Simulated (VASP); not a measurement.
A run of VASP 6.6.1 is set up as follows.

File INCAR:

```
PREC = Accurate
ENCUT = 600
EDIFF = 1E-6
ISMEAR = -1
SIGMA = 0.03
LREAL = F
LASPH = T
NELM = 120
ALGO = Normal
ISIF = 2
LWAVE = F
LCHARG = F
GGA = PE
NBANDS = 12
GGA_COMPAT = F
```

Contents of KPOINTS:

```
Automatic mesh
0
Gamma
  5 5 5
```

File POSCAR:

```
SiF
1.0
    3.0286000000      0.0000000000      0.0000000000
    0.0000000000      3.0286000000      0.0000000000
    0.0000000000      0.0000000000      3.0286000000
Si F
1 1
Direct
    0.5000000000      0.5000000000      0.5000000000
    0.0000000000      0.0000000000      0.0000000000
```

Potentials or basis: VASP PAW PBE potentials, release 64 (Si, F).

Command:

```bash
$ cat potpaw_PBE.64/Si/POTCAR potpaw_PBE.64/F/POTCAR > POTCAR
$ mpirun -np 1 vasp_std > vasp.out
```

Q: What does it give for the band gap on the k mesh?

A: Zero (an odd number of electrons rules out a gap without spin polarisation).

Q: What does it give for the pressure?

A: -0.5 GPa.

Caveat: the k points lie up to 0.41 Å⁻¹ apart, too coarse for converged energies and pressures of a metal; an odd number of electrons without spin polarisation forces a metal; a magnetic or distorted state may lie lower.
